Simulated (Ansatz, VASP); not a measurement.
**In: VASP beside Ansatz**

Contents of INCAR:

```
  ALGO = Fast
  EDIFF = 1E-6
  ENCUT = 520
  GGA = PE
  ISIF = 2
  ISMEAR = 0
  LASPH = T
  LCHARG = T
  LELF = T
  LREAL = F
  LVHAR = T
  LWAVE = F
  NBANDS = 12
  NELM = 60
  PREC = Accurate
  SIGMA = 0.15
```

KPOINTS

```
k-points
0
Gamma
  18 18 18
```

The input POSCAR:

```
In
1.0
   -1.8236963262      1.8236963262      1.8825252400
    1.8236963262     -1.8236963262      1.8825252400
    1.9413541538      1.9413541538     -1.8825252400
In
1
Direct
    0.0000000000      0.0000000000      0.0000000000
```

Input for Ansatz:

```yaml
crystal:
  lattice:
    - [-1.8236963262, 1.8236963262, 1.88252524]
    - [1.8236963262, -1.8236963262, 1.88252524]
    - [1.9413541538, 1.9413541538, -1.88252524]
  atoms:
    - { symbol: In, position: [0.0, 0.0, 0.0] }
basis:
  ecutwfc: 420
kpoints:
  mp_grid: { grid: [18, 18, 18] }
hamiltonian:
  xc: pbe
scf:
  occupations: { method: gaussian, width: 0.15 }
output:
  forces: true
  stress: true
  eigenvalues: true
```

Change from the starting cell: strain +0.0625 x Voigt [0, 0, 0, 0, 0, 1], atoms carried along.

Alike in both runs: task single point; functional PBE; k mesh 18 × 18 × 18; occupations gaussian, width 0.15 eV; no spin polarisation.

```csv
,VASP,Ansatz
version,VASP 6.6.1,Ansatz 0.2.0
potentials or method,"VASP PAW PBE potentials, release 64 (In_d), cutoff 520 eV","scalar-relativistic, plane waves, PAW"
valence electrons in the cell,13,13
```

VASP gave:

```
gap on the k mesh at the Fermi level (eV)                     : none
pressure (GPa)                                                : 1.5
traceless stress, the component that is largest in VASP (GPa) : -0.77
```

Estimate Ansatz's values.

gap on the k mesh at the Fermi level (eV): none; pressure (GPa): 1.7; traceless stress, the component that is largest in VASP (GPa): -0.77.

A gap of «none» marks a metal or a gap that the smearing closes.
